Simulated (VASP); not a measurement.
The system is Zn.

```xyz
2
Lattice="2.6648 0.0000 0.0000 -1.3324 2.3078 0.0000 0.0000 0.0000 4.9467" Properties=species:S:1:pos:R:3 pbc="T T T"
Zn    0.0000    1.5385    1.2367
Zn    1.3324    0.7693    3.7100
```

Base run:

- Program: VASP 6.6.1
- Functional: PBEsol
- Potentials or basis: VASP PAW PBE potentials, release 64 (Zn)
- Cutoff: 520 eV
- k mesh: 16 × 16 × 8
- Occupations: fermi-dirac, width 0.03 eV
- Spin: no spin polarisation

Its results: band gap on the k mesh zero (band 12 reaches 4.20 eV, above the bottom of band 13 at -0.10 eV); pressure -5.1 GPa.

Task: After a change of settings the same cell gave: band gap on the k mesh zero (band 12 reaches 4.38 eV, above the bottom of band 13 at 0.07 eV); pressure -0.1 GPa. Which change was it?
A. functional from PBEsol to LDA; potentials or basis from VASP PAW PBE potentials, release 64 (Zn) to VASP PAW LDA potentials, release 64 (Zn)
B. functional from PBEsol to PBE
C. further incar settings from ALGO = Normal; EDIFF = 1e-06; NBANDS = 19 to ALGO = Normal; EDIFF = 1e-07; NBANDS = 19
D. functional from PBEsol to revPBE; further incar settings from ALGO = Normal; EDIFF = 1e-06; NBANDS = 19 to ALGO = Normal; EDIFF = 1e-08; NBANDS = 19

Result: B.

PBE binds less tightly than PBEsol, so the same cell stands under more pressure.

Caveats: the PAW data sets were made with another functional, which shifts forces and pressure a little (some runs).
